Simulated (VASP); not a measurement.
Input of a VASP 6.6.1 run:

File INCAR:

```
PREC = Accurate
ENCUT = 600
EDIFF = 1E-8
ISMEAR = 0
SIGMA = 0.01
LREAL = False
LASPH = True
NELM = 80
ALGO = Normal
ISIF = 3
LWAVE = False
LCHARG = True
GGA = CA
NBANDS = 16
IBRION = 6
NFREE = 2
POTIM = 0.015
NSW = 1
```

File KPOINTS:

```
regular mesh
0
Gamma
  8 8 8
```

Contents of POSCAR:

```
ZnSe
1.0
    0.0000000000      2.7279558776      2.7279558776
    2.7279558776      0.0000000000      2.7279558776
    2.7279558776      2.7279558776      0.0000000000
Zn Se
1 1
Direct
    0.0000000000      0.0000000000      0.0000000000
    0.7500000000      0.7500000000      0.7500000000
```

Potentials or basis: VASP PAW LDA potentials, release 64 (Zn, Se).

The run is started by

```bash
$ cat potpaw_LDA.64/Zn/POTCAR potpaw_LDA.64/Se/POTCAR > POTCAR
$ mpirun -np 1 vasp_std > vasp.out
```

**Question.** Predict the elastic constants C11, C12, C44.

**Answer.** 114, 78, 43 GPa.

**Question.** Estimate the Voigt bulk modulus.

**Answer.** 90 GPa.

**Question.** Estimate the highest phonon frequency at Γ, LO-TO splitting left out.

**Answer.** 244 cm⁻¹.

Phonon frequencies in cm⁻¹ (negative: imaginary):
```tsv
q point	frequencies
(0.000, 0.000, 0.000)	0 0 0 244 244 244
```

Caveat: the cell is under stress, which shifts elastic constants.
